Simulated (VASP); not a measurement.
A run of VASP 6.6.1 is set up as follows.

Contents of POSCAR:

```
Ag
1.0
    2.8904005511      0.0000000000      0.0000000000
   -1.4452002756      2.5031603044      0.0000000000
    0.0000000000      0.0000000000      4.7252623344
Ag
2
Direct
    0.6666666667      0.3333333333      0.7500000000
    0.3333333333      0.6666666667      0.2500000000
```

INCAR.step1

```
SYSTEM = Ag
ALGO = Normal
EDIFF = 1E-4
ENCUT = 520
GGA = PE
ISMEAR = -1
LASPH = .TRUE.
LCHARG = .FALSE.
LREAL = .FALSE.
LWAVE = .TRUE.
NBANDS = 18
NELM = 100
PREC = Accurate
SIGMA = 0.05
```

File INCAR.step2:

```
SYSTEM = Ag
ALGO = Normal
EDIFF = 1E-6
ENCUT = 520
ISIF = 2
ISMEAR = -1
ISTART = 1
LASPH = .TRUE.
LCHARG = .FALSE.
LMIXTAU = .TRUE.
LREAL = .FALSE.
LWAVE = .FALSE.
METAGGA = R2SCAN
NBANDS = 18
NELM = 100
PREC = Accurate
SIGMA = 0.05
```

KPOINTS

```
k-points
0
G
  10 10 6
  0 0 0
```

Potentials or basis: VASP PAW PBE potentials, release 64 (Ag).

Command:

```sh
$ cat potpaw_PBE.64/Ag/POTCAR > POTCAR
$ cp INCAR.step1 INCAR
$ mpirun -np 1 vasp_std > vasp.out
$ cp INCAR.step2 INCAR
$ mpirun -np 1 vasp_std > vasp.out
```

Question: What does it give for the band gap on the k mesh?

Answer: Zero (band 11 reaches 11.66 eV, above the bottom of band 12 at 4.67 eV).

Question: What does it give for the pressure?

Answer: 1.8 GPa.

Stress tensor (GPa, compression positive):
```
2.07 0.00 0.00
0.00 2.07 0.00
0.00 0.00 1.35
```

Caveat: the PAW data sets were made with another functional, which shifts forces and pressure a little.
